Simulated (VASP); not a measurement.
Here is a VASP 6.6.1 calculation.

The input POSCAR:

```
AlN
1.0
    0.0000000000      2.1848764125      2.2067251766
    2.1848764125      0.0000000000      2.2067251766
    2.1848764125      2.1848764125      0.0000000000
Al N
1 1
Direct
    0.0000000000      0.0000000000      0.0000000000
    0.2500000000      0.2500000000      0.2500000000
```

INCAR.step1

```
SYSTEM = AlN
ALGO = Normal
EDIFF = 1E-4
ENCUT = 520
GGA = PE
ISMEAR = 0
LASPH = .True.
LCHARG = .False.
LREAL = .False.
LWAVE = .True.
NBANDS = 11
NELM = 60
PREC = Accurate
SIGMA = 0.01
```

The input INCAR.step2:

```
SYSTEM = AlN
ALGO = Normal
EDIFF = 1E-6
ENCUT = 520
ISIF = 2
ISMEAR = 0
ISTART = 1
LASPH = .True.
LCHARG = .False.
LMIXTAU = .True.
LREAL = .False.
LWAVE = .False.
METAGGA = R2SCAN
NBANDS = 11
NELM = 60
PREC = Accurate
SIGMA = 0.01
```

File KPOINTS:

```
k-points
0
Gamma
  10 10 10
  0 0 0
```

Potentials or basis: VASP PAW PBE potentials, release 64 (Al, N).

Run with:

```bash
$ cat potpaw_PBE.64/Al/POTCAR potpaw_PBE.64/N/POTCAR > POTCAR
$ cp INCAR.step1 INCAR
$ mpirun -np 1 vasp_std > vasp.out
$ cp INCAR.step2 INCAR
$ mpirun -np 1 vasp_std > vasp.out
```

(1) What does it give for the band gap on the k mesh?

(2) Estimate the pressure.

Results:

(1) 3.90 eV (least direct gap 4.77 eV).

(2) -2.5 GPa.

Caveat: the cell differs from its parent crystal (uniaxial z strain +1.0%); the PAW data sets were made with another functional, which shifts forces and pressure a little.
